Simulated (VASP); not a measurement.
Si5Mo2: single point with PBEsol

The system is Si5Mo2, a slab with vacuum.

```
CELL_PARAMETERS angstrom
3.19007 0.00000 0.00000
0.00000 3.19007 0.00000
0.00000 0.00000 25.49082
ATOMIC_POSITIONS crystal
Si 0.00000 0.00000 0.33345
Si 0.00000 0.00000 0.43467
Si 0.50000 0.50000 0.48574
Si 0.50000 0.50000 0.58900
Si 0.00000 0.00000 0.64146
Mo 0.50000 0.50000 0.38406
Mo 0.00000 0.00000 0.53719
```

```json
{
 "Program": "VASP 6.6.1",
 "Task": "single point",
 "Functional": "PBEsol",
 "Potentials or basis": "VASP PAW PBE potentials, release 64 (Si, Mo_sv)",
 "Cutoff": "520 eV",
 "k mesh": "9 × 9 × 1",
 "Occupations": "gaussian, width 0.1 eV",
 "Spin": "no spin polarisation"
}
```

The largest force is 0.596 eV/Å and the band gap on the k mesh is zero (bands 24 and 25 overlap by 0.89 eV).

Forces on the atoms (eV/Å):
```
Si   0.000  0.000  0.596
Si   0.000  0.000 -0.362
Si   0.000  0.000 -0.008
Si   0.000  0.000  0.015
Si   0.000  0.000  0.012
Mo   0.000  0.000 -0.255
Mo   0.000  0.000  0.001
```

Levels at points of the mesh, in eV from the Fermi level:
| k point | band 20 | band 21 | band 22 | band 23 | band 24 | band 25 | band 26 | band 27 | band 28 | band 29 |
| --- | --- | --- | --- | --- | --- | --- | --- | --- | --- | --- |
| (0.00, 0.00, 0.00) | -0.92 | -0.92 | 0.69 | 0.70 | 0.70 | 0.77 | 0.92 | 1.81 | 2.50 | 2.50 |

It took 5.5 min on 1 thread of Intel Xeon 8259CL, on a shared host, peak memory 0.37 GiB.

Caveat: the PAW data sets were made with another functional, which shifts forces and pressure a little.
